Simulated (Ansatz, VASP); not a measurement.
## Sr in VASP and in Ansatz

The input INCAR:

```
PREC     = Accurate       # precision mode
ENCUT    = 520            # plane-wave cutoff, eV
EDIFF    = 1E-7           # SCF threshold, eV
ISMEAR   = -1             # smearing method
SIGMA    = 0.08           # smearing width, eV
LREAL    = False          # projectors in reciprocal space
LASPH    = True           # aspherical terms in the spheres
NELM     = 100            # most SCF steps
ALGO     = Normal         # electronic algorithm
ISIF     = 2              # what is computed and relaxed
LWAVE    = False          # write WAVECAR
LCHARG   = True           # write CHGCAR
GGA      = CA             # functional
LELF     = True           # ELF
LVHAR    = True         
NBANDS   = 17             # bands
```

File KPOINTS:

```
regular mesh
0
Gamma
  10 10 5
```

Contents of POSCAR:

```
Sr
1.0
    4.3100002207     -0.0431000022     -0.0431000022
   -2.1923258072      3.7541196825     -0.0157756957
   -0.0705000000     -0.0705000000      7.0500000000
Sr
2
Direct
    0.3333333333      0.6666666667      0.2500000000
    0.6666666667      0.3333333333      0.7500000000
```

Input for Ansatz:

```yaml
crystal:
  lattice:
    - [4.3100002207, -0.0431000022, -0.0431000022]
    - [-2.1923258072, 3.7541196825, -0.0157756957]
    - [-0.0705, -0.0705, 7.05]
  atoms:
    - { symbol: Sr, position: [0.3333333333, 0.6666666667, 0.25] }
    - { symbol: Sr, position: [0.6666666667, 0.3333333333, 0.75] }
kpoints:
  mp_grid: { grid: [10, 10, 5] }
  band_path:
    path:
      - [0.0, 0.0, 0.0]
      - [0.0, 0.0, 0.5]
      - [-0.5, 0.5, 0.0]
      - [0.0, 0.0, 0.0]
      - [0.0, -0.5, 0.0]
      - [-0.5, 0.0, 0.5]
      - [0.0, 0.0, 0.0]
      - [-0.5, 0.0, 0.0]
      - [0.0, -0.5, 0.5]
    npoints: 5
scf:
  occupations: { method: fermi_dirac, width: 0.08 }
hamiltonian:
  xc: lda
  pseudopotentials: { kind: all_electron, lapw: { basis_error: 0.001 } }
output:
  forces: true
  stress: true
  eigenvalues: true
```

Change from the starting cell: equal xy, yz and zx shear strains of -2 %.

Alike in both runs: task single point; functional LDA; k mesh 10 × 10 × 5; occupations fermi-dirac, width 0.08 eV; no spin polarisation.

|  | VASP | Ansatz |
| --- | --- | --- |
| version | VASP 6.6.1 | Ansatz 0.2.0 |
| potentials or method | VASP PAW LDA potentials, release 64 (Sr_sv), cutoff 520 eV | all-electron LAPW, scalar-relativistic |

```csv
,VASP,Ansatz,Ansatz less VASP
pressure (GPa),-1.6,-1.5,+0.01
"traceless stress, the component that is largest in VASP (GPa)",0.16,0.16,0.000
rms of the force components (eV/Å),0.010,0.010,-0.0001
```

LDA's correlation is that of Perdew and Zunger in VASP and of Perdew and Wang (1992) in Ansatz. Atom by atom the forces differ by 0.000 eV/Å (rms over components). Ansatz ran all-electron here, and VASP with PAW potentials.
